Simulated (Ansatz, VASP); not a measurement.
# Two plane-wave programs on Ge

INCAR

```
SYSTEM = Ge
ALGO = Normal
EDIFF = 1E-6
ENCUT = 520
GGA = PS
ISIF = 2
ISMEAR = -1
LASPH = .True.
LCHARG = .False.
LREAL = .False.
LWAVE = .False.
NBANDS = 21
NELM = 60
PREC = Accurate
SIGMA = 0.1
```

Contents of KPOINTS:

```
k-points
0
Gamma
  14 14 8
  0 0 0
```

POSCAR

```
Ge
1.0
    3.1259052965      0.0000000000      0.0000000000
   -1.5629526483      2.7071133966      0.0000000000
    0.0000000000      0.0000000000      4.8577368626
Ge
2
Direct
    0.3333333333      0.6666666667      0.2500000000
    0.6666666667      0.3333333333      0.7500000000
```

Input for Ansatz:

```yaml
crystal:
  lattice:
    - [3.1259052965, 0.0, 0.0]
    - [-1.5629526483, 2.7071133966, 0.0]
    - [0.0, 0.0, 4.8577368626]
  atoms:
    - { symbol: Ge, position: [0.3333333333, 0.6666666667, 0.25] }
    - { symbol: Ge, position: [0.6666666667, 0.3333333333, 0.75] }
hamiltonian:
  xc: pbesol
  pseudopotentials:
    kind: paw
    azcp:
      Ge: "pseudopotentials/Ge.paw.azcp"
basis:
  ecutwfc: 420
  fft_grid_basis: typed
kpoints:
  mp_grid: { grid: [14, 14, 8], shift: [0, 0, 0] }
magnetization:
  spin_polarized: false
scf:
  occupations: { method: fermi_dirac, width: 0.1 }
  lower_state_search: "off"
output:
  stress: true
```

Alike in both runs: task single point; functional PBEsol; k mesh 14 × 14 × 8; occupations fermi-dirac, width 0.1 eV; no spin polarisation.

```csv
,VASP,Ansatz
version,VASP 6.6.1,Ansatz 0.2.0
potentials or method,"VASP PAW PBE potentials, release 64 (Ge_d), cutoff 520 eV","plane waves (420 eV) with PAW, scalar-relativistic"
valence electrons in the cell,28,28
```

|  | VASP | Ansatz | Ansatz less VASP |
| --- | --- | --- | --- |
| pressure (GPa) | -6.3 | -6.3 | 0.00 |
| traceless stress, the component that is largest in VASP (GPa) | 1.64 | 1.64 | +0.001 |

VASP's potentials were made for PBE, not for PBEsol, and Ansatz warns of the same on its side.
